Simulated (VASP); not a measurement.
Wanted: the native input for a VASP 6.6.1 run.

* Task: relaxation of the atoms
* Functional: r2SCAN
* Potentials or basis: VASP PAW PBE potentials, release 64 (Sn_d, As)
* Cutoff: 520 eV
* k mesh: 11 × 11 × 11
* Occupations: fermi-dirac, width 0.05 eV
* Spin: no spin polarisation
* Dipole correction: no
* Further INCAR settings: ALGO = Normal; EDIFF = 1e-06; IBRION = 2; EDIFFG = -0.01; NSW = 50

Crystal: SnAs.

```
CELL_PARAMETERS angstrom
0.00000 2.84050 2.84050
2.84050 0.00000 2.84050
2.84050 2.84050 0.00000
ATOMIC_POSITIONS crystal
Sn 0.00000 0.00000 0.00000
As 0.50000 0.50000 0.50000
```

These files were run (other wordings do the same):

POSCAR

```
SnAs
1.0
    0.0000000000      2.8405000000      2.8405000000
    2.8405000000      0.0000000000      2.8405000000
    2.8405000000      2.8405000000      0.0000000000
Sn As
1 1
Direct
    0.0000000000      0.0000000000      0.0000000000
    0.5000000000      0.5000000000      0.5000000000
```

INCAR.step1

```
SYSTEM = SnAs
  ALGO = Normal
  EDIFF = 1E-4
  ENCUT = 520
  GGA = PE
  ISMEAR = -1
  LASPH = .TRUE.
  LCHARG = .FALSE.
  LREAL = .FALSE.
  LWAVE = .TRUE.
  NELM = 60
  PREC = Accurate
  SIGMA = 0.05
```

INCAR.step2

```
SYSTEM = SnAs
  ALGO = Normal
  EDIFF = 1E-6
  EDIFFG = -0.01
  ENCUT = 520
  IBRION = 2
  ISIF = 2
  ISMEAR = -1
  ISTART = 1
  LASPH = .TRUE.
  LCHARG = .FALSE.
  LMIXTAU = .TRUE.
  LREAL = .FALSE.
  LWAVE = .FALSE.
  METAGGA = R2SCAN
  NELM = 60
  NSW = 50
  PREC = Accurate
  SIGMA = 0.05
```

KPOINTS

```
k-points
0
G
  11 11 11
  0 0 0
```

Potentials or basis: VASP PAW PBE potentials, release 64 (Sn_d, As).

Launch:

```sh
$ cat potpaw_PBE.64/Sn_d/POTCAR potpaw_PBE.64/As/POTCAR > POTCAR
$ cp INCAR.step1 INCAR
$ mpirun -np 1 vasp_std > vasp.out
$ cp INCAR.step2 INCAR
$ mpirun -np 1 vasp_std > vasp.out
```

It gave:

The pressure after relaxing is 2.9 GPa.

Caveat: the relaxation stopped at its first step, so nothing moved; the PAW data sets were made with another functional, which shifts forces and pressure a little.

It took 2.5 min on 1 thread of AMD EPYC 7R13, on a shared host, peak memory 0.16 GiB.
